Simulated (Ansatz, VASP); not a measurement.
**One calculation of MgS, two programs**

The input INCAR:

```
  PREC = Accurate
  ENCUT = 600
  EDIFF = 1E-6
  ISMEAR = 0
  SIGMA = 0.02
  LREAL = F
  LASPH = T
  NELM = 100
  ALGO = Normal
  ISIF = 3
  LWAVE = F
  LCHARG = F
  GGA = PE
  IBRION = 2
  NSW = 100
  EDIFFG = -0.01
```

Contents of KPOINTS:

```
Automatic mesh
0
Gamma
  6 6 6
```

POSCAR

```
MgS
1.0
    6.5860555203      0.0000000000      0.0000000000
   -3.2930277602      5.7036913913      0.0000000000
    0.0000000000      0.0000000000      4.4568978930
Mg S
1 1
Direct
    0.0000000000      0.0000000000      0.0000000000
    0.0000000000      0.0000000000      0.5000000000
```

Input for Ansatz:

```yaml
crystal:
  lattice:
    - [6.5860555203, 0.0, 0.0]
    - [-3.2930277602, 5.7036913913, 0.0]
    - [0.0, 0.0, 4.456897893]
  atoms:
    - { symbol: Mg, position: [0.0, 0.0, 0.0] }
    - { symbol: S, position: [0.0, 0.0, 0.5] }
basis:
  ecutwfc: 420
kpoints:
  mp_grid: { grid: [6, 6, 6] }
hamiltonian:
  xc: pbe
scf:
  occupations: { method: gaussian, width: 0.02 }
output:
  forces: true
  stress: true
  eigenvalues: true
  write_density: true
  write_potential: true
  elf: true
  volumetric_format: npy
relax:
  adjacent_minimum: "off"
  f_tol: 0.01
  max_steps: 80
  cell: { stress_tol: 0.05 }
```

Alike in both runs: task relaxation of cell and atoms; functional PBE; k mesh 6 × 6 × 6; occupations gaussian, width 0.02 eV; no spin polarisation.

```csv
,VASP,Ansatz
version,VASP 6.6.1,Ansatz 0.2.0
potentials or method,"VASP PAW PBE potentials, release 64 (Mg, S), cutoff 600 eV","scalar-relativistic, plane waves, PAW"
valence electrons in the cell,8,16
```

VASP gave:

```
gap on the k mesh at the Fermi level, each at its own relaxed structure (eV) : 2.57
relaxed volume (Å³/atom)                                                     : 95.57
relaxed cell length with the largest relative difference (Å)                 : 7.038
```

**Question.** Estimate Ansatz's values.

**Answer.** gap on the k mesh at the Fermi level, each at its own relaxed structure (eV): 2.45; relaxed volume (Å³/atom): 83.71; relaxed cell length with the largest relative difference (Å): 6.586.

One of these differences is far larger than is usual between the two programs; its cause wasn't traced. VASP's potentials hold 8 valence electrons a cell and Ansatz's 16, so a difference there can come from the potentials and not from the codes. Ansatz's warnings: xc potential rough in thin density.
